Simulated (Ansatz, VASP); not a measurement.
**Two plane-wave programs on RuS2**

The input INCAR:

```
ALGO = Normal ; EDIFF = 1E-6
ENCUT = 520 ; GGA = PE
ISIF = 2 ; ISMEAR = 0
ISPIN = 2 ; LASPH = T
LCHARG = F ; LMAXMIX = 4
LORBIT = 11 ; LREAL = F
LWAVE = F ; MAGMOM = 1 0 0
NBANDS = 24 ; NELM = 150
PREC = Accurate ; SIGMA = 0.1
```

The input KPOINTS:

```
k-points
0
Gamma
  4 4 6
```

Contents of POSCAR:

```
RuS2
1.0
    4.1247876700      0.0000000000      0.0000000000
    0.0000000000      4.1247876700      0.0000000000
    0.0000000000      0.0000000000      2.9166653300
Ru S
1 2
Direct
    0.0000000000      0.0000000000      0.0000000000
    0.5000000000      0.0000000000      0.5000000000
    0.0000000000      0.5000000000      0.5000000000
```

Input for Ansatz:

```yaml
crystal:
  lattice:
    - [4.12478767, 0.0, 0.0]
    - [0.0, 4.12478767, 0.0]
    - [0.0, 0.0, 2.91666533]
  atoms:
    - { symbol: Ru, position: [0.0, 0.0, 0.0], spin: 1.0 }
    - { symbol: S, position: [0.5, 0.0, 0.5] }
    - { symbol: S, position: [0.0, 0.5, 0.5] }
basis:
  ecutwfc: 420
kpoints:
  mp_grid: { grid: [4, 4, 6] }
hamiltonian:
  xc: pbe
scf:
  occupations: { method: gaussian, width: 0.1 }
  lower_state_search: "off"
output:
  forces: true
  stress: true
  eigenvalues: true
  populations: true
magnetization:
  spin_polarized: true
```

Change from the starting cell: ordered vacancies on the cation sites of caesium chloride (P4/mmm, No. 123).

Alike in both runs: task single point; functional PBE; k mesh 4 × 4 × 6; occupations gaussian, width 0.1 eV; collinear spin.

```csv
,VASP,Ansatz
version,VASP 6.6.1,Ansatz 0.2.0
potentials or method,"VASP PAW PBE potentials, release 64 (Ru_pv, S), cutoff 520 eV","scalar-relativistic, plane waves, PAW"
valence electrons in the cell,26,28
```

Ansatz gave:

```
gap on the k mesh at the Fermi level (eV)                     : none
pressure (GPa)                                                : -0.5
traceless stress, the component that is largest in VASP (GPa) : 0.08
net moment per atom (μB)                                      : 0.00
```

Which values does VASP return?

gap on the k mesh at the Fermi level (eV): none; pressure (GPa): -0.7; traceless stress, the component that is largest in VASP (GPa): 0.06; net moment per atom (μB): 0.00.

A gap of «none» marks a metal or a gap that the smearing closes. VASP's potentials hold 26 valence electrons a cell and Ansatz's 28, so a difference there can come from the potentials and not from the codes. Ansatz's warnings: seeded moment not kept.

The k mesh is coarse, so the values compare programs but aren't converged.
